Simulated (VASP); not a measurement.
# BaTiO3 (P4mm) in VASP: further runs

BaTiO3 is run at these levels: PBE; tasks: electric field gradients.

Everything below comes from runs of VASP 6.6.1. Logs are shortened: lines on timing, memory, paths and dates and some standing lists are left out, and cuts for length are marked.

## (1) The cell of the first run

Symmetry: P4mm, No. 99, tetragonal system. Conventional cell: a = 3.986 Å, b = 3.986 Å, c = 4.005 Å, α = 90.00°, β = 90.00°, γ = 90.00°. Ba (site symmetry 4mm) has 12 O at 2.78 to 2.87 Å and 8 Ti at 3.42 to 3.50 Å within 3.7 Å. Within 2.5 Å of Ti (site symmetry 4mm) lie 6 O at 1.87 to 2.14 Å. O (site symmetry 4mm) has 2 Ti at 1.87 to 2.14 Å within 2.5 Å. O (site symmetry 2mm) has 2 Ti at 2.00 Å within 2.6 Å.

## (2) Electric field gradients, PBE (12.73 Å³/atom)

INCAR reads:

```
SYSTEM = BaTiO3
ALGO = Normal
EDIFF = 1E-8
ENCUT = 520
GGA = PE
ISIF = 2
ISMEAR = -1
LASPH = .TRUE.
LCHARG = .FALSE.
LEFG = .TRUE.
LREAL = .FALSE.
LWAVE = .FALSE.
NBANDS = 28
NELM = 80
PREC = Accurate
SIGMA = 0.08
```

KPOINTS reads:

```
k-points
0
G
  7 7 7
  0 0 0
```

POSCAR reads:

```
BaTiO3
1.0
    3.9864226426      0.0000000000      0.0000000000
    0.0000000000      3.9864226426      0.0000000000
    0.0000000000      0.0000000000      4.0045617725
Ba Ti O
1 1 3
Direct
    0.0000000000      0.0000000000      0.0000000000
    0.5000000000      0.5000000000      0.4820000000
    0.5000000000      0.5000000000      0.0160000000
    0.5000000000      0.0000000000      0.5150000000
    0.0000000000      0.5000000000      0.5150000000
```

Potentials or basis: VASP PAW PBE potentials, release 64 (Ba_sv, Ti_sv, O).

On the command line:

```console
$ cat potpaw_PBE.64/Ba_sv/POTCAR potpaw_PBE.64/Ti_sv/POTCAR potpaw_PBE.64/O/POTCAR > POTCAR
$ mpirun -np 1 vasp_std > vasp.out
```

OUTCAR:

```text
SYSTEM = BaTiO3
   EDIFF = 1E-8
   ENCUT = 520
   GGA = PE
   ISIF = 2
   ISMEAR = -1
   LASPH = .TRUE.
   LREAL = .FALSE.
   NELM = 80
   PREC = Accurate

 ion  position               nearest neighbor table
   1  0.000  0.000  0.000-   4 2.78   5 2.78   5 2.78   4 2.78   3 2.82   3 2.82   3 2.82   3 2.82
                             4 2.87   5 2.87   5 2.87   4 2.87   2 3.42   2 3.42   2 3.42   2 3.42
   2  0.500  0.500  0.482-   3 1.87   4 2.00   5 2.00   4 2.00   5 2.00   3 2.14   1 3.42   1 3.42
                             1 3.42   1 3.42   1 3.50   1 3.50   1 3.50   1 3.50
   3  0.500  0.500  0.016-   2 1.87   2 2.14   1 2.82   1 2.82   1 2.82   1 2.82
   4  0.500  0.000  0.515-   2 2.00   2 2.00   1 2.78   1 2.78   1 2.87   1 2.87
   5  0.000  0.500  0.515-   2 2.00   2 2.00   1 2.78   1 2.78   1 2.87   1 2.87

  LATTYP: Found a simple tetragonal cell.
 ALAT       =     3.9864226426
 C/A-ratio  =     1.0045502275

  Lattice vectors:

 A1 = (   3.9864226426,   0.0000000000,   0.0000000000)
 A2 = (   0.0000000000,   3.9864226426,   0.0000000000)
 A3 = (   0.0000000000,   0.0000000000,   4.0045617725)

Analysis of symmetry for initial positions (statically):
=====================================================================
 Subroutine PRICEL returns:
 Original cell was already a primitive cell.

 Routine SETGRP: Setting up the symmetry group for a
 simple tetragonal supercell.

 Subroutine GETGRP returns: Found  8 space group operations
 (whereof  8 operations were pure point group operations)
 out of a pool of 16 trial point group operations.

The static configuration has the point symmetry C_4v.

Analysis of symmetry for dynamics (positions and initial velocities):
=====================================================================
 Subroutine PRICEL returns:
 Original cell was already a primitive cell.

 Routine SETGRP: Setting up the symmetry group for a
 simple tetragonal supercell.

 Subroutine GETGRP returns: Found  8 space group operations
 (whereof  8 operations were pure point group operations)
 out of a pool of 16 trial point group operations.

The dynamic configuration has the point symmetry C_4v.

 Subroutine INISYM returns: Found  8 space group operations
 (whereof  8 operations are pure point group operations),
 and found     1 'primitive' translations
[... 152 lines left out ...]
 cond. band min:       5.7365079698   @ k =   0.0000   0.0000   0.0000
 fundamental gap:      1.8958616479
 Fermi energy:         4.8791183150

 k-point     1 :       0.0000    0.0000    0.0000
  band No.  band energies     occupation
      1     -52.6055      2.00000
      2     -28.8665      2.00000
      3     -28.8219      2.00000
      4     -28.8219      2.00000
      5     -20.9183      2.00000
      6     -13.0217      2.00000
[... 733 lines left out ...]
     27      12.3853      0.00000
     28      12.8391      0.00000

 [... further k-points ...]

------------------------ aborting loop because EDIFF is reached ----------------------------------------

  FORCE on cell =-STRESS in cart. coord.  units (eV):
  Direction    XX          YY          ZZ          XY          YZ          ZX
  --------------------------------------------------------------------------------------
  -------------------------------------------------------------------------------------
  Total        2.2779832      2.2779832      2.9309256      0.0000000      0.0000000      0.0000000
  in kB       57.3507929     57.3507929     73.7893525      0.0000000      0.0000000      0.0000000
  external PRESSURE =      62.8303128 kB  Pullay stress =       0.0000000 kB

 VOLUME and BASIS-vectors are now :
 -----------------------------------------------------------------------------
  energy-cutoff  :      520.00
  volume of cell :       63.64
      direct lattice vectors                 reciprocal lattice vectors
     3.986422643  0.000000000  0.000000000     0.250851475  0.000000000  0.000000000
     0.000000000  3.986422643  0.000000000     0.000000000  0.250851475  0.000000000
     0.000000000  0.000000000  4.004561772     0.000000000  0.000000000  0.249715214

 POSITION                                       TOTAL-FORCE (eV/Angst)
 -----------------------------------------------------------------------------------
      0.00000      0.00000      0.00000         0.000000     -0.000000     -0.062603
      1.99321      1.99321      1.93020         0.000000     -0.000000      0.140253
      1.99321      1.99321      0.06407         0.000000      0.000000      0.229291
      1.99321      0.00000      2.06235         0.000000     -0.000000     -0.153471
      0.00000      1.99321      2.06235        -0.000000     -0.000000     -0.153471
 -----------------------------------------------------------------------------------
    total drift:                                0.000000      0.000000     -0.000198

  FREE ENERGIE OF THE ION-ELECTRON SYSTEM (eV)
  ---------------------------------------------------
  free  energy   TOTEN  =       -39.9593565746 eV

  energy  without entropy=      -39.9593555530  energy(sigma->0) =      -39.95935606

 Electric field gradients (V/A^2)
---------------------------------------------------------------------
 ion       V_xx      V_yy      V_zz      V_xy      V_xz      V_yz
---------------------------------------------------------------------
   1       2.226     2.226    -4.452    -0.000     0.000    -0.000
   2       0.993     0.993    -1.985     0.000    -0.000    -0.000
   3      -7.692    -7.692    15.383     0.000    -0.000    -0.000
   4     -12.765    26.528   -13.763    -0.000     0.000     0.000
   5      26.528   -12.765   -13.763    -0.000     0.000    -0.000
---------------------------------------------------------------------

 Electric field gradients after diagonalization (V/A^2)
 (convention: |V_zz| > |V_xx| > |V_yy|)
----------------------------------------------------------------------
 ion       V_xx      V_yy      V_zz     asymmetry (V_yy - V_xx)/ V_zz
----------------------------------------------------------------------
   1       2.226     2.226    -4.452       0.000
   2       0.993     0.993    -1.985       0.000
   3      -7.692    -7.692    15.383       0.000
   4     -13.763   -12.765    26.528       0.038
   5     -13.763   -12.765    26.528       0.038
----------------------------------------------------------------------

           NMR quadrupolar parameters

 Cq : quadrupolar parameter    Cq=e*Q*V_zz/h
 eta: asymmetry parameters     (V_yy - V_xx)/ V_zz
 Q  : nuclear electric quadrupole moment in mb (millibarn)
----------------------------------------------------------------------
 ion       Cq(MHz)       eta       Q (mb)
----------------------------------------------------------------------
   1      -0.011       0.000       1.000
   2      -0.005       0.000       1.000
   3       0.037       0.000       1.000
   4       0.064       0.038       1.000
   5       0.064       0.038       1.000
----------------------------------------------------------------------
```

OSZICAR:

```text
N       E                     dE             d eps       ncg     rms          rms(c)
DAV:   1     0.438367799587E+03    0.43837E+03   -0.20901E+04  2240   0.155E+03
DAV:   2    -0.556372134186E+01   -0.44393E+03   -0.42429E+03  2556   0.432E+02
[... 10 lines left out ...]
DAV:  13    -0.399593554278E+02    0.38937E-04   -0.23746E-04  2668   0.166E-01    0.230E-02
DAV:  14    -0.399593582978E+02   -0.28700E-05   -0.60322E-05  3248   0.571E-02    0.151E-02
DAV:  15    -0.399593575277E+02    0.77007E-06   -0.22517E-05  2960   0.467E-02    0.102E-02
DAV:  16    -0.399593565946E+02    0.93308E-06   -0.42187E-06  2812   0.215E-02    0.183E-03
DAV:  17    -0.399593565495E+02    0.45103E-07   -0.40847E-07  2980   0.645E-03    0.772E-04
DAV:  18    -0.399593565817E+02   -0.32213E-07   -0.37888E-08  2604   0.177E-03    0.265E-04
DAV:  19    -0.399593565746E+02    0.71082E-08   -0.23887E-09  1532   0.431E-04
   1 F= -.39959357E+02 E0= -.39959356E+02  d E =-.102162E-05
```

stdout:

```text
POSCAR found type information on POSCAR BaTiO
 POSCAR found :  3 types and       5 ions
 scaLAPACK will be used
 LDA part: xc-table for (Slater+PW92), standard interpolation
 POSCAR, INCAR and KPOINTS ok, starting setup
 FFT: planning ... GRIDC
 FFT: planning ... GRID_SOFT
 FFT: planning ... GRID
 WAVECAR not read
 entering main loop
ion   1

ion   2

ion   3

ion   4

ion   5
```

Run time: 40 s. Hardware: 1 thread of Intel Xeon 6975P-C (Granite Rapids), shared host; peak memory 0.21 GiB.

Results:

| Quantity | Value |
| --- | --- |
| Free energy | -39.9594 eV |
| Pressure | 6.3 GPa |
| Largest force | 0.229 eV/Å |
| Band gap on the k mesh | 1.90 eV (least direct gap 2.12 eV) |
| Largest electric field gradient by atom | Ba -4.5; Ti -2.0; O +15.4, +26.5 (each value once) V/Å² |

Forces in eV/Å, atoms in the order of the input:
```
Ba   0.000  0.000 -0.063
Ti   0.000  0.000  0.140
O    0.000  0.000  0.229
O    0.000  0.000 -0.153
O    0.000  0.000 -0.153
```

Stress tensor (GPa, compression positive):
```
5.74 0.00 0.00
0.00 5.74 0.00
0.00 0.00 7.38
```

Electric field gradients, principal values (V/Å²):
```tsv
atom	least	middle	greatest (by size)
1 Ba	2.226	2.226	-4.452
2 Ti	0.993	0.993	-1.985
3 O	-7.692	-7.692	15.383
4 O	-12.765	-13.763	26.528
5 O	-12.765	-13.763	26.528
```

Caveat: the cell stands under pressure; without QUAD_EFG the Cq values of the log hold for a quadrupole moment of 1 mb, not for the nuclei; spin-orbit coupling is left out, which moves the levels of the heavy elements; an odd mesh through Γ misses points on the zone boundary, where band edges can lie.

## (3) Electric field gradients, PBE (13.11 Å³/atom)

This run uses another cell than the first one, of 13.11 Å³/atom.

INCAR reads:

```
SYSTEM = BaTiO3
  PREC = Accurate
  ENCUT = 520
  EDIFF = 1E-8
  ISMEAR = -1
  SIGMA = 0.08
  LREAL = .FALSE.
  LASPH = .TRUE.
  NELM = 80
  ALGO = Normal
  ISIF = 2
  LWAVE = .FALSE.
  LCHARG = .FALSE.
  GGA = PE
  LEFG = .TRUE.
  NBANDS = 28
```

KPOINTS reads:

```
Automatic mesh
0
G
  7 7 7
  0 0 0
```

POSCAR: that of step 2 with these lines changed.

```diff
@@ -2,5 +2,5 @@
 1.0
-    3.9864226426      0.0000000000      0.0000000000
-    0.0000000000      3.9864226426      0.0000000000
-    0.0000000000      0.0000000000      4.0045617725
+    4.0262895137      0.0000000000      0.0000000000
+    0.0000000000      4.0262895137      0.0000000000
+    0.0000000000      0.0000000000      4.0446100470
 Ba Ti O
```

Potentials or basis: VASP PAW PBE potentials, release 64 (Ba_sv, Ti_sv, O).

On the command line:

```console
$ cat potpaw_PBE.64/Ba_sv/POTCAR potpaw_PBE.64/Ti_sv/POTCAR potpaw_PBE.64/O/POTCAR > POTCAR
$ mpirun -np 1 vasp_std > vasp.out
```

OUTCAR:

```text
SYSTEM = BaTiO3
   PREC = Accurate
   ENCUT = 520
   EDIFF = 1E-8
   ISMEAR = -1
   LREAL = .FALSE.
   LASPH = .TRUE.
   NELM = 80
   ISIF = 2
   GGA = PE

 ion  position               nearest neighbor table
   1  0.000  0.000  0.000-   4 2.81   5 2.81   5 2.81   4 2.81   3 2.85   3 2.85   3 2.85   3 2.85
                             4 2.90   5 2.90   5 2.90   4 2.90   2 3.45   2 3.45   2 3.45   2 3.45
   2  0.500  0.500  0.482-   3 1.88   4 2.02   5 2.02   4 2.02   5 2.02   3 2.16   1 3.45   1 3.45
                             1 3.45   1 3.45   1 3.53   1 3.53   1 3.53   1 3.53
   3  0.500  0.500  0.016-   2 1.88   2 2.16   1 2.85   1 2.85   1 2.85   1 2.85
   4  0.500  0.000  0.515-   2 2.02   2 2.02   1 2.81   1 2.81   1 2.90   1 2.90
   5  0.000  0.500  0.515-   2 2.02   2 2.02   1 2.81   1 2.81   1 2.90   1 2.90

  LATTYP: Found a simple tetragonal cell.
 ALAT       =     4.0262895137
 C/A-ratio  =     1.0045502275

  Lattice vectors:

 A1 = (   4.0262895137,   0.0000000000,   0.0000000000)
 A2 = (   0.0000000000,   4.0262895137,   0.0000000000)
 A3 = (   0.0000000000,   0.0000000000,   4.0446100470)

Analysis of symmetry for initial positions (statically):
=====================================================================
 Subroutine PRICEL returns:
 Original cell was already a primitive cell.

 Routine SETGRP: Setting up the symmetry group for a
 simple tetragonal supercell.

 Subroutine GETGRP returns: Found  8 space group operations
 (whereof  8 operations were pure point group operations)
 out of a pool of 16 trial point group operations.

The static configuration has the point symmetry C_4v.

[... 924 lines left out ...]
  -------------------------------------------------------------------------------------
  Total        0.2337281      0.2337281      0.8204673      0.0000000      0.0000000      0.0000000
  in kB        5.7112995      5.7112995     20.0486542      0.0000000      0.0000000      0.0000000
  external PRESSURE =      10.4904177 kB  Pullay stress =       0.0000000 kB

 VOLUME and BASIS-vectors are now :
 -----------------------------------------------------------------------------
  energy-cutoff  :      520.00
  volume of cell :       65.57
      direct lattice vectors                 reciprocal lattice vectors
     4.026289514  0.000000000  0.000000000     0.248367634  0.000000000  0.000000000
     0.000000000  4.026289514  0.000000000     0.000000000  0.248367634  0.000000000
     0.000000000  0.000000000  4.044610047     0.000000000  0.000000000  0.247242624

 POSITION                                       TOTAL-FORCE (eV/Angst)
 -----------------------------------------------------------------------------------
      0.00000      0.00000      0.00000         0.000000     -0.000000     -0.079740
      2.01314      2.01314      1.94950         0.000000      0.000000     -0.031765
      2.01314      2.01314      0.06471         0.000000     -0.000000      0.445964
      2.01314      0.00000      2.08297         0.000000     -0.000000     -0.167230
      0.00000      2.01314      2.08297         0.000000     -0.000000     -0.167230
 -----------------------------------------------------------------------------------
    total drift:                                0.000000      0.000000     -0.000175

  FREE ENERGIE OF THE ION-ELECTRON SYSTEM (eV)
  ---------------------------------------------------
  free  energy   TOTEN  =       -40.0047852393 eV

  energy  without entropy=      -40.0047836964  energy(sigma->0) =      -40.00478447

 Electric field gradients (V/A^2)
---------------------------------------------------------------------
 ion       V_xx      V_yy      V_zz      V_xy      V_xz      V_yz
---------------------------------------------------------------------
   1       2.216     2.216    -4.433    -0.000     0.000    -0.000
   2       0.988     0.988    -1.975     0.000    -0.000     0.000
   3      -8.945    -8.945    17.889     0.000     0.000    -0.000
   4     -14.033    29.003   -14.970    -0.000     0.000     0.000
   5      29.003   -14.033   -14.970     0.000     0.000     0.000
---------------------------------------------------------------------

 Electric field gradients after diagonalization (V/A^2)
 (convention: |V_zz| > |V_xx| > |V_yy|)
----------------------------------------------------------------------
 ion       V_xx      V_yy      V_zz     asymmetry (V_yy - V_xx)/ V_zz
----------------------------------------------------------------------
   1       2.216     2.216    -4.433       0.000
   2       0.988     0.988    -1.975       0.000
   3      -8.945    -8.945    17.889       0.000
   4     -14.970   -14.033    29.003       0.032
   5     -14.970   -14.033    29.003       0.032
----------------------------------------------------------------------

           NMR quadrupolar parameters

 Cq : quadrupolar parameter    Cq=e*Q*V_zz/h
 eta: asymmetry parameters     (V_yy - V_xx)/ V_zz
 Q  : nuclear electric quadrupole moment in mb (millibarn)
----------------------------------------------------------------------
 ion       Cq(MHz)       eta       Q (mb)
----------------------------------------------------------------------
   1      -0.011       0.000       1.000
   2      -0.005       0.000       1.000
   3       0.043       0.000       1.000
   4       0.070       0.032       1.000
   5       0.070       0.032       1.000
----------------------------------------------------------------------
```

It took 39 s on 1 thread of Intel Xeon 6975P-C (Granite Rapids), shared host; peak memory 0.21 GiB.

What came out:

```
Free energy                             : -40.0048 eV
Pressure                                : 1.0 GPa
Largest force                           : 0.446 eV/Å
Band gap on the k mesh                  : 1.83 eV (least direct gap 2.08 eV)
Largest electric field gradient by atom : Ba -4.4; Ti -2.0; O +17.9, +29.0 (each value once) V/Å²
```

Forces in eV/Å, atoms in the order of the input:
```
Ba   0.000  0.000 -0.080
Ti   0.000  0.000 -0.032
O    0.000  0.000  0.446
O    0.000  0.000 -0.167
O    0.000  0.000 -0.167
```

Stress tensor (GPa, compression positive):
```
0.57 0.00 0.00
0.00 0.57 0.00
0.00 0.00 2.00
```

Electric field gradients, principal values (V/Å²):
| atom | least | middle | greatest (by size) |
| --- | --- | --- | --- |
| 1 Ba | 2.216 | 2.216 | -4.433 |
| 2 Ti | 0.988 | 0.988 | -1.975 |
| 3 O | -8.945 | -8.945 | 17.889 |
| 4 O | -14.033 | -14.970 | 29.003 |
| 5 O | -14.033 | -14.970 | 29.003 |

Caveat: without QUAD_EFG the Cq values of the log hold for a quadrupole moment of 1 mb, not for the nuclei; spin-orbit coupling is left out, which moves the levels of the heavy elements; an odd mesh through Γ misses points on the zone boundary, where band edges can lie.
